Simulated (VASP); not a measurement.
**Ta: single point with r2SCAN**

Crystal: Ta.

```
Ta
1.0
    -1.55660    1.55660    1.55660
     1.55660   -1.55660    1.55660
     1.55660    1.55660   -1.55660
Ta
1
Direct
  0.00000 0.00000 0.00000
```

```json
{"Program": "VASP 6.6.1", "Task": "single point", "Functional": "r2SCAN", "Potentials or basis": "VASP PAW PBE potentials, release 64 (Ta_pv)", "Cutoff": "520 eV", "k mesh": "8 × 8 × 8", "Occupations": "gaussian, width 0.1 eV", "Spin": "no spin polarisation"}
```

```
Pressure               : 51.5 GPa
Band gap on the k mesh : zero (an odd number of electrons rules out a gap without spin polarisation)
```

Levels at points of the mesh, in eV from the Fermi level:
```csv
k point,band 1,band 2,band 3,band 4,band 5,band 6,band 7,band 8,band 9,band 10
"(0.00, 0.00, 0.00)",-33.34,-33.34,-33.34,-8.80,0.94,0.94,0.94,5.08,5.08,13.08
"(0.50, 0.00, 0.00)",-35.49,-34.00,-33.36,-5.32,-2.06,2.71,5.13,6.40,10.13,13.08
"(0.50, 0.50, 0.50)",-34.79,-34.79,-34.79,-5.07,-5.07,8.82,8.82,8.82,11.10,11.10
```

Wall time 16 s on 1 thread of AMD EPYC 7R13 Processor (Zen 3), with other jobs on the host, peak memory 0.1 GiB.

Caveat: the cell stands under pressure; the PAW data sets were made with another functional, which shifts forces and pressure a little; spin-orbit coupling is left out, which moves the levels of the heavy elements.
